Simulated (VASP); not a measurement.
# CuO (Cc) in VASP: single point with PBEsol

Aim: the single point of CuO with PBEsol.

Program: VASP 6.6.1. These are calculated values, not measurements. Logs are shortened: lines on timing, memory, paths and dates and some standing lists are left out, and cuts for length are marked.

## (1) The cell of the first run

Symmetry: Cc, No. 9, monoclinic system. Conventional cell: a = 4.689 Å, b = 3.427 Å, c = 5.132 Å, α = 90.00°, β = 99.65°, γ = 90.00°. Cu (site symmetry 1) has 4 O at 1.91 to 2.02 Å within 2.5 Å. Within 2.5 Å of O (site symmetry 1) lie 4 Cu at 1.91 to 2.02 Å.

## (2) Single point, PBEsol

File INCAR:

```
PREC = Accurate ; ENCUT = 520
EDIFF = 1E-6 ; ISMEAR = 0
SIGMA = 0.1 ; LREAL = F
LASPH = T ; NELM = 100
ALGO = Normal ; ISIF = 2
LWAVE = F ; LCHARG = T
GGA = PS ; LELF = T
LVHAR = T ; NBANDS = 25
```

File KPOINTS:

```
Automatic mesh
0
Gamma
  16 16 8
```

File POSCAR:

```
CuO
1.0
    2.3446500000     -1.7134000000      0.0000000000
    2.3446500000      1.7134000000      0.0000000000
   -0.8605500000      0.0000000000      5.0594400000
Cu O
2 2
Direct
    0.0032000000      0.4968000000      0.0000000000
    0.4968000000      0.0032000000      0.5000000000
    0.5714000000      0.4056000000      0.2537000000
    0.4056000000      0.5714000000      0.7537000000
```

Potentials or basis: VASP PAW PBE potentials, release 64 (Cu, O).

The run is started by

```
$ cat potpaw_PBE.64/Cu/POTCAR potpaw_PBE.64/O/POTCAR > POTCAR
$ mpirun -np 1 vasp_std > vasp.out
```

OUTCAR:

```text
PREC = Accurate
   ENCUT = 520
   EDIFF = 1E-6
   ISMEAR = 0
   LREAL = F
   LASPH = T
   NELM = 100
   ISIF = 2
   GGA = PS

 ion  position               nearest neighbor table
   1  0.003  0.497  0.000-   4 1.91   3 1.93   4 1.98   3 2.02
   2  0.497  0.003  0.500-   3 1.91   4 1.93   3 1.98   4 2.02
   3  0.571  0.406  0.254-   2 1.91   1 1.93   2 1.98   1 2.02
   4  0.406  0.571  0.754-   1 1.91   2 1.93   1 1.98   2 2.02

  LATTYP: Found a base centered monoclinic cell.
 ALAT       =     4.6893000000
 B/A-ratio  =     0.7307700510
 C/A-ratio  =     1.0944283424
 COS(beta)  =    -0.1676798048

  Lattice vectors:

 A1 = (   2.3446500000,  -1.7134000000,   0.0000000000)
 A2 = (   2.3446500000,   1.7134000000,   0.0000000000)
 A3 = (  -0.8605500000,   0.0000000000,   5.0594400000)

Analysis of symmetry for initial positions (statically):
=====================================================================
 Subroutine PRICEL returns:
 Original cell was already a primitive cell.

 Routine SETGRP: Setting up the symmetry group for a
 base centered monoclinic supercell.

 Subroutine GETGRP returns: Found  2 space group operations
 (whereof  1 operations were pure point group operations)
 out of a pool of  4 trial point group operations.

The static configuration has the point symmetry C_1 .
 The point group associated with its full space group is C_1h.

Analysis of symmetry for dynamics (positions and initial velocities):
=====================================================================
 Subroutine PRICEL returns:
 Original cell was already a primitive cell.

 Routine SETGRP: Setting up the symmetry group for a
 base centered monoclinic supercell.

 Subroutine GETGRP returns: Found  2 space group operations
 (whereof  1 operations were pure point group operations)
 out of a pool of  4 trial point group operations.

The dynamic configuration has the point symmetry C_1 .
 The point group associated with its full space group is C_1h.

 Subroutine INISYM returns: Found  2 space group operations
 (whereof  1 operations are pure point group operations),
 and found     1 'primitive' translations

----------------------------------------------------------------------------------------

                                     Primitive cell

  volume of cell :      40.6508

  direct lattice vectors                    reciprocal lattice vectors
     2.344650000 -1.713400000  0.000000000     0.213251445 -0.291817439  0.036271510
     2.344650000  1.713400000  0.000000000     0.213251445  0.291817439  0.036271510
    -0.860550000  0.000000000  5.059440000     0.000000000  0.000000000  0.197650333

  length of vectors
     2.903984019  2.903984019  5.132102826     0.363248151  0.363248151  0.197650333

  position of ions in fractional coordinates (direct lattice)
     0.003200000  0.496800000  0.000000000
     0.496800000  0.003200000  0.500000000
     0.571400000  0.405600000  0.253700000
     0.405600000  0.571400000  0.753700000

  ion indices of the primitive-cell ions
   primitive index   ion index
                 1           1
                 2           2
                 3           3
                 4           4

----------------------------------------------------------------------------------------

 KPOINTS: Automatic mesh

Automatic generation of k-mesh.
 Grid dimensions read from file:
 generate k-points for:   16   16    8

 Generating k-lattice:

  Cartesian coordinates                     Fractional coordinates (reciprocal lattice)
     0.013328215 -0.018238590  0.002266969     0.062500000 -0.000000000  0.000000000
     0.013328215  0.018238590  0.002266969    -0.000000000  0.062500000  0.000000000
     0.000000000  0.000000000  0.024706292     0.000000000  0.000000000  0.125000000

  Length of vectors
     0.022703009  0.022703009  0.024706292

  Shift w.r.t. Gamma in fractional coordinates (k-lattice)
     0.000000000  0.000000000  0.000000000

 Subroutine IBZKPT returns following result:
 ===========================================

 Found    554 irreducible k-points:

 Following reciprocal coordinates:
            Coordinates               Weight
  0.000000  0.000000  0.000000      1.000000
  0.062500  0.000000  0.000000      4.000000
  0.125000  0.000000  0.000000      4.000000
  0.187500  0.000000 -0.000000      4.000000
  0.250000  0.000000  0.000000      4.000000
  0.312500  0.000000  0.000000      4.000000
[... 16 lines left out ...]
 -0.125000  0.062500  0.000000      4.000000
 -0.062500  0.062500  0.000000      2.000000
 [... further k-points ...]
   k-points           NKPTS =    554   k-points in BZ     NKDIM =    554   number of bands    NBANDS=     25
   number of dos      NEDOS =    301   number of ions     NIONS =      4
   total plane-waves  NPLWV =  23040
   dimension x,y,z NGX =    24 NGY =   24 NGZ =   40
   dimension x,y,z NGXF=    48 NGYF=   48 NGZF=   80
   ions per type =               2   2
   NGX,Y,Z   is equivalent  to a cutoff of  13.74, 13.74, 12.96 a.u.
   NGXF,Y,Z  is equivalent  to a cutoff of  27.48, 27.48, 25.91 a.u.
 SYSTEM =  unknown system
   PREC   = accura    normal or accurate (medium, high low for compatibility)
   ISTART =      0    job   : 0-new  1-cont  2-samecut
   ICHARG =      2    charge: 1-file 2-atom 10-const
   ISPIN  =      1    spin polarized calculation?
   LNONCOLLINEAR =      F non collinear calculations
   LSORBIT =      F    spin-orbit coupling
   LASPH  =      T    aspherical Exc in radial PAW
   ENCUT  =  520.0 eV  38.22 Ry    6.18 a.u.   5.40  5.40  9.54*2*pi/ulx,y,z
   NELM   =    100;   NELMIN=  2; NELMDL= -5     # of ELM steps
   EDIFF  = 0.1E-05   stopping-criterion for ELM
   LREAL  =      F    real-space projection
   EDIFFG = 0.1E-04   stopping-criterion for IOM
   NSW    =      0    number of steps for IOM
   IBRION =     -1    ionic relax: 0-MD 1-quasi-New 2-CG
   NFREE  =      0    steps in history (QN), initial steepest desc. (CG)
   ISIF   =      2    stress and relaxation
   ISYM   =      2    0-nonsym 1-usesym 2-fastsym
   POTIM  = 0.5000    time-step for ionic-motion
   TEBEG  =    0.0;   TEEND  =   0.0 temperature during run
   PSTRESS=    0.0 pullay stress
   NELECT =      34.0000    total number of electrons
   NUPDOWN=      -1.0000    fix difference up-down
   EMIN   =  10.00;   EMAX   =-10.00  energy-range for DOS
   EFERMI =   0.00;   METHOD = LEGACY
   ISMEAR =     0;   SIGMA  =   0.10  broadening in eV -4-tet -1-fermi 0-gaus
   EFERMI_NEDOS =   21; number of points for ismear=-14 and -15
   IALGO  =     38    algorithm
   IMIX   =      4    mixing-type and parameters
     AMIX     =   0.40;   BMIX     =  1.00
     AMIX_MAG =   1.60;   BMIX_MAG =  1.00
  volume/ion in A,a.u.               =      10.16        68.58
  Fermi-wavevector in a.u.,A,eV,Ry     =   1.542451  2.914810 32.370373  2.379155
  Thomas-Fermi vector in A             =   2.648254
   LORBIT       =      0    0 simple, 1 ext, 2 COOP (PROOUT), +10 PAW based schemes
   GGA     = PS    functional components
   LHFCALC =     F    Hartree Fock is set to
   AEXX    =    0.0000 exact exchange contribution
   IVDW    =     0    specifies the selected vdW correction
   LEPSILON=     F    determine dielectric tensor
   LRPA    =     F    only Hartree local field effects (RPA)
 non-spin polarized calculation
 Gauss-broadening in eV      SIGMA  =   0.10
  energy-cutoff  :      520.00
  volume of cell :       40.65
 maximum number of plane-waves:      1129
 NGX is ok and might be reduce to    24
   NGX = 11   NGY = 11   NGZ = 19

 number of electron      33.9999999 magnetization

 Free energy of the ion-electron system (eV)
  ---------------------------------------------------
  ext. energy  EPLUGINS =         0.00000000
  ---------------------------------------------------
  free energy    TOTEN  =       -21.30184536 eV

  energy without entropy =      -21.29057335  energy(sigma->0) =      -21.29620936

 E-fermi :   5.5112     XC(G=0): -12.1684

 val. band max:        5.5104991834   @ k =  -0.3125   0.0625   0.2500
 cond. band min:       5.5152962017   @ k =  -0.2500   0.3125   0.3750
 fundamental gap:      0.0047970183
 Fermi energy:         5.5111879410

 k-point     1 :       0.0000    0.0000    0.0000
  band No.  band energies     occupation
      1     -14.3314      2.00000
      2     -12.9856      2.00000
      3      -2.6745      2.00000
      4      -0.0468      2.00000
      5       0.3183      2.00000
      6       2.1249      2.00000
[... 17 lines left out ...]
     24      21.7229      0.00000
     25      22.1116      0.00000

 k-point     2 :       0.0625    0.0000    0.0000
  band No.  band energies     occupation
      1     -14.3043      2.00000
      2     -12.9768      2.00000
      3      -2.6306      2.00000
      4      -0.0535      2.00000
      5       0.3067      2.00000
      6       1.7496      2.00000
[... 17 lines left out ...]
     24      21.5499      0.00000
     25      22.3110      0.00000

 k-point     3 :       0.1250    0.0000    0.0000
  band No.  band energies     occupation
      1     -14.2257      2.00000
      2     -12.9517      2.00000
      3      -2.5042      2.00000
      4      -0.0774      2.00000
      5       0.2776      2.00000
      6       1.1230      2.00000
[... 17 lines left out ...]
     24      21.0705      0.00000
     25      22.1775      0.00000

 k-point     4 :       0.1875    0.0000   -0.0000
  band No.  band energies     occupation
      1     -14.1047      2.00000
      2     -12.9137      2.00000
      3      -2.3117      2.00000
      4      -0.1233      2.00000
      5       0.2077      2.00000
      6       0.4785      2.00000
[... 17 lines left out ...]
     24      20.5390      0.00000
     25      21.8891      0.00000
[... 477 lines left out ...]
 k-point    22 :      -0.1875    0.0625    0.0000
  band No.  band energies     occupation
      1     -14.0524      2.00000
      2     -12.8926      2.00000
      3      -2.2321      2.00000
      4      -0.1638      2.00000
      5       0.1474      2.00000
      6       0.3150      2.00000
[... 17 lines left out ...]
     24      19.8957      0.00000
     25      21.3003      0.00000

 k-point    23 :      -0.1250    0.0625    0.0000
  band No.  band energies     occupation
      1     -14.1792      2.00000
      2     -12.9330      2.00000
      3      -2.4325      2.00000
      4      -0.1096      2.00000
      5       0.2384      2.00000
      6       0.8892      2.00000
[... 17 lines left out ...]
     24      20.2930      0.00000
     25      21.7755      0.00000

 k-point    24 :      -0.0625    0.0625    0.0000
  band No.  band energies     occupation
      1     -14.2665      2.00000
      2     -12.9625      2.00000
      3      -2.5714      2.00000
      4      -0.0747      2.00000
      5       0.2804      2.00000
      6       1.4243      2.00000
[... 17 lines left out ...]
     24      20.8601      0.00000
     25      22.2523      0.00000

 [... further k-points ...]
[... 5 lines left out ...]
  --------------------------------------------------------------------------------------
  -------------------------------------------------------------------------------------
  Total       -0.6060064     -0.0292509     -0.8954720      0.0000000      0.0000000     -0.2847061
  in kB      -23.8846340     -1.1528692    -35.2933904      0.0000000      0.0000000    -11.2211704
  external PRESSURE =     -20.1102979 kB  Pullay stress =       0.0000000 kB

 VOLUME and BASIS-vectors are now :
 -----------------------------------------------------------------------------
  energy-cutoff  :      520.00
  volume of cell :       40.65
      direct lattice vectors                 reciprocal lattice vectors
     2.344650000 -1.713400000  0.000000000     0.213251445 -0.291817439  0.036271510
     2.344650000  1.713400000  0.000000000     0.213251445  0.291817439  0.036271510
    -0.860550000  0.000000000  5.059440000     0.000000000  0.000000000  0.197650333

 POSITION                                       TOTAL-FORCE (eV/Angst)
 -----------------------------------------------------------------------------------
      1.17233      0.84573      0.00000        -0.615563      0.335052      0.236759
      0.74205     -0.84573      2.52972        -0.615563     -0.335052      0.236759
      2.07240     -0.28408      1.28358         0.615563      0.370202     -0.236759
      1.64213      0.28408      3.81330         0.615563     -0.370202     -0.236759
 -----------------------------------------------------------------------------------
    total drift:                               -0.000256      0.000000     -0.000521

  FREE ENERGIE OF THE ION-ELECTRON SYSTEM (eV)
  ---------------------------------------------------
  free  energy   TOTEN  =       -21.3018453645 eV

  energy  without entropy=      -21.2905733459  energy(sigma->0) =      -21.29620936
```

Wall time 11 min (1 thread of Intel Xeon 8259CL, shared host); peak memory 0.54 GiB.

What came out:

- Free energy: -21.3018 eV
- Pressure: -2.0 GPa
- Largest force: 0.756 eV/Å
- Band gap on the k mesh: zero (bands 17 and 18 overlap by 0.73 eV)

Forces in eV/Å, atoms in the order of the input:
```
Cu  -0.616  0.335  0.237
Cu  -0.616 -0.335  0.237
O    0.616  0.370 -0.237
O    0.616 -0.370 -0.237
```

Caveat: the PAW data sets were made with another functional, which shifts forces and pressure a little; semilocal functionals often make such compounds metallic where correlation or magnetic order opens a gap, which also shifts bond lengths. With open d or f shells a metallic result of PBEsol can be an artefact of self-interaction; +U or a hybrid may open a gap.
